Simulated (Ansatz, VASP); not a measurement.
NaZnCl3: VASP beside Ansatz

Contents of INCAR:

```
PREC = Accurate ; ENCUT = 520
EDIFF = 1E-6 ; ISMEAR = -1
SIGMA = 0.02 ; LREAL = F
LASPH = T ; NELM = 100
ALGO = Normal ; ISIF = 2
LWAVE = F ; LCHARG = T
GGA = PE ; LELF = T
LVHAR = T ; NBANDS = 28
```

File KPOINTS:

```
Automatic mesh
0
Gamma
  6 6 6
```

POSCAR

```
NaZnCl3
1.0
    4.8580332447      0.0000000000      0.0000000000
    0.0000000000      4.8580332447      0.0000000000
    0.0000000000      0.0000000000      4.8580332447
Na Zn Cl
1 1 3
Direct
    0.0000000000      0.0000000000      0.0000000000
    0.5000000000      0.5000000000      0.5000000000
    0.5000000000      0.5000000000      0.0000000000
    0.5000000000      0.0000000000      0.5000000000
    0.0000000000      0.5000000000      0.5000000000
```

Input for Ansatz:

```yaml
crystal:
  lattice:
    - [4.8580332447, 0.0, 0.0]
    - [0.0, 4.8580332447, 0.0]
    - [0.0, 0.0, 4.8580332447]
  atoms:
    - { symbol: Na, position: [0.0, 0.0, 0.0] }
    - { symbol: Zn, position: [0.5, 0.5, 0.5] }
    - { symbol: Cl, position: [0.5, 0.5, 0.0] }
    - { symbol: Cl, position: [0.5, 0.0, 0.5] }
    - { symbol: Cl, position: [0.0, 0.5, 0.5] }
kpoints:
  mp_grid: { grid: [6, 6, 6] }
  band_path:
    path: [[0.0, 0.0, 0.0], [0.0, 0.5, 0.0], [0.5, 0.5, 0.0], [0.5, 0.5, 0.5]]
    npoints: 1
hamiltonian:
  xc: pbe
scf:
  occupations: { method: fermi_dirac, width: 0.02 }
  n_extra_bands: 5
output:
  forces: true
  stress: true
  eigenvalues: true
  write_density: true
  write_potential: true
  elf: true
  volumetric_format: npy
```

Alike in both runs: task single point; functional PBE; k mesh 6 × 6 × 6; occupations fermi-dirac, width 0.02 eV; no spin polarisation.

|  | VASP | Ansatz |
| --- | --- | --- |
| version | VASP 6.6.1 | Ansatz 0.2.0 |
| potentials or method | VASP PAW PBE potentials, release 64 (Na_pv, Zn, Cl) | plane waves, PAW |
| plane-wave cutoff (eV) | 520 | 420 |
| valence electrons in the cell | 40 | 42 |

VASP gave:

* gap on the k mesh at the Fermi level (eV): 1.69
* pressure (GPa): 1.3

Problem. What did Ansatz give for the same quantities?

Solution. gap on the k mesh at the Fermi level (eV): 1.69; pressure (GPa): 1.4.

VASP's potentials hold 40 valence electrons a cell and Ansatz's 42, so a difference there can come from the potentials and not from the codes.
